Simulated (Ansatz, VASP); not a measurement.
One calculation of Ca2AsI, two programs

File INCAR:

```
SYSTEM = Ca2AsI
ALGO = Normal
EDIFF = 1E-6
EDIFFG = -0.005
ENCUT = 600
IBRION = 2
ISIF = 3
ISMEAR = 0
LASPH = .True.
LCHARG = .False.
LREAL = .False.
LWAVE = .False.
NELM = 80
NSW = 70
PREC = Accurate
SIGMA = 0.02
```

The input KPOINTS:

```
k-points
0
Gamma
  6 6 6
  0 0 0
```

File POSCAR:

```
Ca2AsI
1.0
    2.1999771334      1.2701573902      7.5033480813
   -2.1999771334      1.2701573902      7.5033480813
    0.0000000000     -2.5403147804      7.5033480813
Ca As I
2 1 1
Direct
    0.2309613505      0.2309613505      0.2309613505
    0.7690386495      0.7690386495      0.7690386495
    0.5000000000      0.5000000000      0.5000000000
    0.0000000000      0.0000000000      0.0000000000
```

Input for Ansatz:

```yaml
crystal:
  lattice:
    - [2.1999771334, 1.2701573902, 7.5033480813]
    - [-2.1999771334, 1.2701573902, 7.5033480813]
    - [0.0, -2.5403147804, 7.5033480813]
  atoms:
    - { symbol: Ca, position: [0.2309613505, 0.2309613505, 0.2309613505] }
    - { symbol: Ca, position: [0.7690386495, 0.7690386495, 0.7690386495] }
    - { symbol: As, position: [0.5, 0.5, 0.5] }
    - { symbol: I, position: [0.0, 0.0, 0.0] }
basis:
  ecutwfc: 420
kpoints:
  mp_grid: { grid: [6, 6, 6] }
hamiltonian:
  xc: lda
scf:
  occupations: { method: gaussian, width: 0.02 }
output:
  forces: true
  stress: true
  eigenvalues: true
relax:
  adjacent_minimum: "off"
  f_tol: 0.005
  max_steps: 50
  cell: { stress_tol: 0.05 }
```

Alike in both runs: task relaxation of cell and atoms; functional LDA; k mesh 6 × 6 × 6; occupations gaussian, width 0.02 eV; no spin polarisation.

|  | VASP | Ansatz |
| --- | --- | --- |
| version | VASP 6.6.1 | Ansatz 0.2.0 |
| potentials or method | VASP PAW LDA potentials, release 64 (Ca_sv, As, I), cutoff 600 eV | scalar-relativistic, plane waves, PAW |
| valence electrons in the cell | 32 | 52 |

```csv
,VASP,Ansatz,Ansatz less VASP
"gap on the k mesh at the Fermi level, each at its own relaxed structure (eV)",1.21,1.22,+0.007
relaxed volume (Å³/atom),28.56,28.40,-0.153
relaxed cell length with the largest relative difference (Å),7.625,7.614,-0.0109
```

LDA's correlation is that of Perdew and Zunger in VASP and of Perdew and Wang (1992) in Ansatz. VASP's potentials hold 32 valence electrons a cell and Ansatz's 52, so a difference there can come from the potentials and not from the codes.

Neither program's run includes spin-orbit coupling.
